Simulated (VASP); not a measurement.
# KCaF3: single point with LDA

KCaF3:

```xyz
5
Lattice="5.0308 0.0000 0.0000 0.0000 5.0308 0.0000 0.0000 0.0000 3.5568" Properties=species:S:1:pos:R:3 pbc="T T T"
K     2.5154    2.5154    1.7784
Ca    0.0000    0.0000    0.0000
F     0.0000    2.5154    0.0000
F     0.0000    0.0000    1.7784
F     2.5154    0.0000    0.0000
```

This cell differs from its parent crystal: ratio of the length along z to the lengths across it x 0.707, volume and fractional coordinates fixed.

```yaml
Program: VASP 6.6.1
Task: single point
Functional: LDA
Potentials_or_basis: VASP PAW LDA potentials, release 64 (K_sv, Ca_sv, F)
Cutoff: 520 eV
k_mesh: 6 × 6 × 6
Occupations: gaussian, width 0.05 eV
Spin: no spin polarisation
Dipole_correction: no
Further_INCAR_settings: ALGO = Normal; EDIFF = 1e-06; NBANDS = 28
```

| Item | Value |
| --- | --- |
| Pressure | 10.2 GPa |
| Band gap on the k mesh | 4.34 eV |

Stress tensor (GPa, compression positive):
```
-10.82   0.00   0.00
  0.00 -10.82   0.00
  0.00   0.00  52.31
```

Levels at points of the mesh, in eV from the valence-band top:
| k point | band 17 | band 18 | band 19 | band 20 | band 21 | band 22 | band 23 | band 24 |
| --- | --- | --- | --- | --- | --- | --- | --- | --- |
| (0.00, 0.00, 0.00) | -0.98 | -0.77 | -0.68 | 0.00 | 4.34 | 6.94 | 7.50 | 7.84 |
| (0.50, 0.00, 0.00) | -1.16 | -0.76 | -0.76 | -0.01 | 6.17 | 6.65 | 7.83 | 8.21 |
| (0.50, 0.50, 0.00) | -0.94 | -0.79 | -0.79 | -0.01 | 6.87 | 7.77 | 8.38 | 8.38 |
| (0.00, 0.00, 0.50) | -1.42 | -1.24 | -0.99 | -0.99 | 7.52 | 7.84 | 8.19 | 9.31 |
| (0.50, 0.00, 0.50) | -1.23 | -1.18 | -1.12 | -1.11 | 7.59 | 7.94 | 8.60 | 9.05 |
| (0.50, 0.50, 0.50) | -1.44 | -1.02 | -1.02 | -0.85 | 8.02 | 8.02 | 8.22 | 8.56 |

Run time: 62 s on 1 thread of Intel(R) Xeon(R) Platinum 8375C CPU @ 2.90GHz (Ice Lake), on a shared host, peak memory 0.23 GiB.

Caveat: the stress differs along the axes, from -11 to 52 GPa. A k mesh can miss the band edges.
